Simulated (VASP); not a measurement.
Input of a VASP 6.6.1 run:

File INCAR:

```
PREC = Accurate
ENCUT = 520
EDIFF = 1E-6
ISMEAR = -1
SIGMA = 0.05
LREAL = F
LASPH = T
NELM = 60
ALGO = Normal
ISIF = 2
LWAVE = F
LCHARG = F
GGA = PE
NBANDS = 15
```

The input KPOINTS:

```
Automatic mesh
0
Gamma
  10 10 10
```

The input POSCAR:

```
TiC
1.0
    3.0216726734      0.0000000000      0.0000000000
   -1.5108313703      2.6168381250      0.0000000000
    0.0000000000      0.0000000000      2.6798622732
Ti C
1 1
Direct
    0.0000000000      0.0000000000      0.5000000000
    0.3333300000      0.6666700000      0.0000000000
```

Potentials or basis: VASP PAW PBE potentials, release 64 (Ti_sv, C).

Launch:

```bash
$ cat potpaw_PBE.64/Ti_sv/POTCAR potpaw_PBE.64/C/POTCAR > POTCAR
$ mpirun -np 1 vasp_std > vasp.out
```

(1) Predict the pressure.

(2) What does it give for the band gap on the k mesh?

Results:

(1) 4.7 GPa.

(2) zero (band 8 reaches 8.91 eV, above the bottom of band 9 at 8.84 eV).
